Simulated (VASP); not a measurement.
Runs of VASP 6.6.1 on Rh. The structure is that of space group Fm-3m (No. 225), or close to it. The cells are those of the table. 

| potentials or basis | cell | cutoff (eV) | second run | gap on the mesh (eV) | pressure (GPa) |
| --- | --- | --- | --- | --- | --- |
| VASP PAW PBE potentials, release 64 (Rh_pv) | a = 2.690, b = 2.690, c = 2.649 Å, angles 60.5, 60.5, 59.0°, 1 atom | 520 | - | none | (b) |
| VASP PAW PBE potentials, release 64 (Rh_pv) | a = 2.609 Å, angles 60.0°, 1 atom | 520 | - | none | 33.4 |
| VASP PAW PBE potentials, release 64 (Rh_pv) | a = 2.669, b = 2.669, c = 2.689 Å, angles 59.8, 59.8, 60.5°, 1 atom | 520 | - | none | 5.1 |
| VASP PAW PBE potentials, release 64 (Rh_pv) | a = 2.649, b = 2.649, c = 2.689 Å, angles 59.5, 59.5, 61.0°, 1 atom | 520 | - | none | 10.2 |
| VASP PAW PBE potentials, release 64 (Rh_pv) | a = 2.649 Å, angles 60.0°, 1 atom | 520 | - | none | 15.1 |
| VASP PAW PBE potentials, release 64 (Rh_sv_GW) | a = 2.649 Å, angles 60.0°, 1 atom | 580 | valence_matched | none | 11.8 |
| VASP PAW PBE potentials, release 64 (Rh_pv) | a = 2.770 Å, angles 60.0°, 1 atom | 520 | - | none | -19.5 |
| VASP PAW PBE potentials, release 64 (Rh_pv) | a = 2.669, b = 2.669, c = 2.649 Å, angles 60.3, 60.3, 59.5°, 1 atom | 520 | - | none | (a) |
| VASP PAW PBE potentials, release 64 (Rh_pv) | a = 2.750, b = 2.750, c = 2.730 Å, angles 60.2, 60.2, 59.5°, 1 atom | 520 | - | none | -13.9 |
| VASP PAW PBE potentials, release 64 (Rh_pv) | a = 2.709, b = 2.709, c = 2.730 Å, angles 59.8, 59.8, 60.5°, 1 atom | 520 | - | none | -7.3 |
| VASP PAW PBE potentials, release 64 (Rh_pv) | a = 2.710, b = 2.710, c = 2.770 Å, angles 59.3, 59.3, 61.5°, 1 atom | 520 | - | none | -10.3 |
| VASP PAW PBE potentials, release 64 (Rh_pv) | a = 2.710, b = 2.710, c = 2.649 Å, angles 60.7, 60.7, 58.5°, 1 atom | 520 | - | none | 1.1 |

Alike in all rows: task single point; level r2SCAN; no spin polarisation; k mesh 22 × 22 × 22; smearing gaussian 0.15 eV.

Q: Estimate the missing entries.

A: (a) 9.9; (b) 5.2.

Caveats: the PAW data sets were made with another functional, which shifts forces and pressure a little.

A k mesh can miss the band edges, and the runs leave out spin-orbit coupling on Rh.

A gap of «none» marks levels without a gap at the run's occupations.

The runs don't all hold the same shells in valence.
